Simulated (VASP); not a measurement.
# Bi2Se3 (R-3m) in VASP: single point with r2SCAN

Aim: the single point of Bi2Se3 with r2SCAN.

All numbers are computed with VASP 6.6.1; they aren't measurements. Logs are shortened: lines on timing, memory, paths and dates and some standing lists are left out, and cuts for length are marked.

### Step 1. The cell of the first run

Symmetry: R-3m, No. 166, trigonal system. The conventional cell has a = 4.187 Å, b = 4.187 Å, c = 28.938 Å, α = 90.00°, β = 90.00°, γ = 120.00°. Within 3.8 Å of Bi (site symmetry 3m) lie 6 Se at 2.88 to 3.11 Å. Within 4.3 Å of Se (site symmetry -3m) lie 6 Bi at 3.11 Å and 12 Se at 4.19 to 4.27 Å. Se (site symmetry 3m) has 3 Bi at 2.88 Å and 3 Se at 3.55 Å within 3.8 Å.

### Step 2. Single point, r2SCAN

POSCAR reads:

```
Bi2Se3
1.0
    2.0933550000      3.6257930000      0.0000000000
   -2.0933550000      3.6257930000      0.0000000000
    0.0000000000     -2.4171950000      9.6460340000
Bi Se
2 3
Direct
    0.4008000000      0.4008000000      0.2024000000
    0.5992000000      0.5992000000      0.7976000000
    0.0000000000      0.0000000000      0.0000000000
    0.2117000000      0.2117000000      0.6351000000
    0.7883000000      0.7883000000      0.3649000000
```

INCAR.step1 reads:

```
  ALGO = Normal
  EDIFF = 1E-4
  ENCUT = 520
  GGA = PE
  ISMEAR = -1
  LASPH = True
  LCHARG = False
  LREAL = False
  LWAVE = True
  NBANDS = 32
  NELM = 80
  PREC = Accurate
  SIGMA = 0.0158
```

INCAR.step2 reads:

```
  ALGO = Normal
  EDIFF = 1E-6
  ENCUT = 520
  ISIF = 2
  ISMEAR = -1
  ISTART = 1
  LASPH = True
  LCHARG = True
  LELF = True
  LMIXTAU = True
  LREAL = False
  LVHAR = True
  LWAVE = False
  METAGGA = R2SCAN
  NBANDS = 32
  NELM = 80
  PREC = Accurate
  SIGMA = 0.0158
```

KPOINTS reads:

```
k-points
0
Gamma
  7 7 7
```

Potentials or basis: VASP PAW PBE potentials, release 64 (Bi_d, Se).

Run with:

```
> cat potpaw_PBE.64/Bi_d/POTCAR potpaw_PBE.64/Se/POTCAR > POTCAR
> cp INCAR.step1 INCAR
> mpirun -np 1 vasp_std > vasp.out
> cp INCAR.step2 INCAR
> mpirun -np 1 vasp_std > vasp.out
```

OUTCAR:

```text
EDIFF = 1E-6
   ENCUT = 520
   ISIF = 2
   ISMEAR = -1
   ISTART = 1
   LASPH = True
   LREAL = False
   METAGGA = R2SCAN
   NELM = 80
   PREC = Accurate

 ion  position               nearest neighbor table
   1  0.401  0.401  0.202-   5 2.88   5 2.88   5 2.88   3 3.11   3 3.11   3 3.11
   2  0.599  0.599  0.798-   4 2.88   4 2.88   4 2.88   3 3.11   3 3.11   3 3.11
   3  0.000  0.000  0.000-   1 3.11   2 3.11   2 3.11   2 3.11   1 3.11   1 3.11
   4  0.212  0.212  0.635-   2 2.88   2 2.88   2 2.88
   5  0.788  0.788  0.365-   1 2.88   1 2.88   1 2.88

  LATTYP: Found a trigonal (rhomboedric) cell.
 ALAT       =     9.9442856059
 COS(alpha) =     0.9113724823

  Lattice vectors:

 A1 = (   2.0933550000,   1.2085980000,   9.6460340000)
 A2 = (  -2.0933550000,   1.2085980000,   9.6460340000)
 A3 = (   0.0000000000,  -2.4171950000,   9.6460340000)

Analysis of symmetry for initial positions (statically):
=====================================================================
 Subroutine PRICEL returns:
 Original cell was already a primitive cell.

 Routine SETGRP: Setting up the symmetry group for a
 trigonal (rhombohedral) supercell.

 Subroutine GETGRP returns: Found 12 space group operations
 (whereof 12 operations were pure point group operations)
 out of a pool of 12 trial point group operations.

The static configuration has the point symmetry D_3d.

Analysis of symmetry for dynamics (positions and initial velocities):
=====================================================================
 Subroutine PRICEL returns:
 Original cell was already a primitive cell.

 Routine SETGRP: Setting up the symmetry group for a
 trigonal (rhombohedral) supercell.

 Subroutine GETGRP returns: Found 12 space group operations
 (whereof 12 operations were pure point group operations)
 out of a pool of 12 trial point group operations.

The dynamic configuration has the point symmetry D_3d.

 Subroutine INISYM returns: Found 12 space group operations
 (whereof 12 operations are pure point group operations),
 and found     1 'primitive' translations

----------------------------------------------------------------------------------------

                                     Primitive cell

  volume of cell :     146.4282

[... 90 lines left out ...]
   LSORBIT =      F    spin-orbit coupling
   LASPH  =      T    aspherical Exc in radial PAW
   ENCUT  =  520.0 eV  38.22 Ry    6.18 a.u.   7.78  7.78 18.49*2*pi/ulx,y,z
   NELM   =     80;   NELMIN=  2; NELMDL=  0     # of ELM steps
   EDIFF  = 0.1E-05   stopping-criterion for ELM
   LREAL  =      F    real-space projection
   EDIFFG = 0.1E-04   stopping-criterion for IOM
   NSW    =      0    number of steps for IOM
   IBRION =     -1    ionic relax: 0-MD 1-quasi-New 2-CG
   NFREE  =      0    steps in history (QN), initial steepest desc. (CG)
   ISIF   =      2    stress and relaxation
   ISYM   =      2    0-nonsym 1-usesym 2-fastsym
   POTIM  = 0.5000    time-step for ionic-motion
   TEBEG  =    0.0;   TEEND  =   0.0 temperature during run
   PSTRESS=    0.0 pullay stress
   NELECT =      48.0000    total number of electrons
   NUPDOWN=      -1.0000    fix difference up-down
   EMIN   =  10.00;   EMAX   =-10.00  energy-range for DOS
   EFERMI =   0.00;   METHOD = LEGACY
   ISMEAR =    -1;   SIGMA  =   0.02  broadening in eV -4-tet -1-fermi 0-gaus
   EFERMI_NEDOS =   21; number of points for ismear=-14 and -15
   IALGO  =     38    algorithm
   IMIX   =      4    mixing-type and parameters
     AMIX     =   0.40;   BMIX     =  1.00
     AMIX_MAG =   1.60;   BMIX_MAG =  1.00
  volume/ion in A,a.u.               =      29.29       197.63
  Fermi-wavevector in a.u.,A,eV,Ry     =   1.128791  2.133106 17.336135  1.274170
  Thomas-Fermi vector in A             =   2.265483
   LORBIT       =      0    0 simple, 1 ext, 2 COOP (PROOUT), +10 PAW based schemes
   METAGGA = R2SCAN    functional components
   LHFCALC =     F    Hartree Fock is set to
   AEXX    =    0.0000 exact exchange contribution
   IVDW    =     0    specifies the selected vdW correction
   LEPSILON=     F    determine dielectric tensor
   LRPA    =     F    only Hartree local field effects (RPA)
 non-spin polarized calculation
  energy-cutoff  :      520.00
  volume of cell :      146.43
 maximum number of plane-waves:      3972
   NGX = 15   NGY = 15   NGZ = 37

 number of electron      48.0000002 magnetization

 Free energy of the ion-electron system (eV)
  ---------------------------------------------------
  ext. energy  EPLUGINS =         0.00000000
  ---------------------------------------------------
  free energy    TOTEN  =      -162.03392873 eV

  energy without entropy =     -162.03392873  energy(sigma->0) =     -162.03392873

 E-fermi :   4.6580     XC(G=0):  -9.8917

 val. band max:        4.4064688545   @ k =   0.0000   0.0000   0.0000
 cond. band min:       4.9094953653   @ k =   0.0000   0.0000   0.0000
 fundamental gap:      0.5030265108
 Fermi energy:         4.6579671318

 k-point     1 :       0.0000    0.0000    0.0000
  band No.  band energies     occupation
      1     -19.4344      2.00000
      2     -19.4344      2.00000
      3     -19.4325      2.00000
      4     -19.4325      2.00000
      5     -19.4253      2.00000
      6     -19.4230      2.00000
[... 829 lines left out ...]
     31      10.2590      0.00000
     32      10.3610      0.00000

 [... further k-points ...]

------------------------ aborting loop because EDIFF is reached ----------------------------------------

  FORCE on cell =-STRESS in cart. coord.  units (eV):
  Direction    XX          YY          ZZ          XY          YZ          ZX
  --------------------------------------------------------------------------------------
  -------------------------------------------------------------------------------------
  Total       -0.6205722     -0.6205708     -0.4249154      0.0000000     -0.0000000      0.0000000
  in kB       -6.7901322     -6.7901164     -4.6493086      0.0000000     -0.0000002      0.0000000
  external PRESSURE =      -6.0765191 kB  Pullay stress =       0.0000000 kB

 VOLUME and BASIS-vectors are now :
 -----------------------------------------------------------------------------
  energy-cutoff  :      520.00
  volume of cell :      146.43
      direct lattice vectors                 reciprocal lattice vectors
     2.093355000  3.625793000  0.000000000     0.238851031  0.137900867  0.034556512
    -2.093355000  3.625793000  0.000000000    -0.238851031  0.137900867  0.034556512
     0.000000000 -2.417195000  9.646034000     0.000000000  0.000000000  0.103669550

 POSITION                                       TOTAL-FORCE (eV/Angst)
 -----------------------------------------------------------------------------------
      0.00000      2.41720      1.95236        -0.000000      0.000000      0.042717
      0.00000      2.41720      7.69368        -0.000000     -0.000000     -0.042717
      0.00000      0.00000      0.00000         0.000000      0.000000      0.000000
      0.00000      0.00000      6.12620        -0.000000      0.000000      0.291010
      0.00000      4.83439      3.51984        -0.000000     -0.000000     -0.291010
 -----------------------------------------------------------------------------------
    total drift:                               -0.000000      0.000000      0.000000

  FREE ENERGIE OF THE ION-ELECTRON SYSTEM (eV)
  ---------------------------------------------------
  free  energy   TOTEN  =      -162.0339287321 eV

  energy  without entropy=     -162.0339287317  energy(sigma->0) =     -162.03392873
```

OSZICAR.step1:

```text
N       E                     dE             d eps       ncg     rms          rms(c)
DAV:   1     0.466724571077E+03    0.46672E+03   -0.22761E+04  2816   0.154E+03
DAV:   2     0.344679982268E+02   -0.43226E+03   -0.41326E+03  2896   0.405E+02
DAV:   3    -0.186674073501E+02   -0.53135E+02   -0.50420E+02  3712   0.149E+02
DAV:   4    -0.209528205777E+02   -0.22854E+01   -0.22741E+01  3064   0.323E+01
DAV:   5    -0.210348031627E+02   -0.81983E-01   -0.81971E-01  4032   0.639E+00    0.510E+00
DAV:   6    -0.201821234641E+02    0.85268E+00   -0.11551E+00  3928   0.752E+00    0.309E+00
DAV:   7    -0.201903022609E+02   -0.81788E-02   -0.35419E-01  3128   0.253E+00    0.168E+00
DAV:   8    -0.201978117721E+02   -0.75095E-02   -0.47272E-02  3352   0.114E+00    0.566E-01
DAV:   9    -0.201988149613E+02   -0.10032E-02   -0.21387E-03  3664   0.437E-01    0.134E-01
DAV:  10    -0.201990300803E+02   -0.21512E-03   -0.10971E-03  2896   0.169E-01    0.584E-02
DAV:  11    -0.201990828084E+02   -0.52728E-04   -0.11382E-04  2136   0.693E-02
   1 F= -.20199083E+02 E0= -.20199082E+02  d E =-.859144E-06
```

Wall time 9.1 min (1 thread of Intel Xeon Platinum 8488C (Sapphire Rapids), shared host); peak memory 0.4 GiB.

Results:

```
Free energy            : -162.0339 eV
Pressure               : -0.6 GPa
Largest force          : 0.291 eV/Å
Band gap on the k mesh : 0.50 eV
```

Forces in eV/Å, atoms in the order of the input:
```
Bi   0.000  0.000  0.043
Bi   0.000  0.000 -0.043
Se   0.000  0.000  0.000
Se   0.000  0.000  0.291
Se   0.000  0.000 -0.291
```

Caveat: the PAW data sets were made with another functional, which shifts forces and pressure a little; spin-orbit coupling is left out, which moves the levels of the heavy elements.
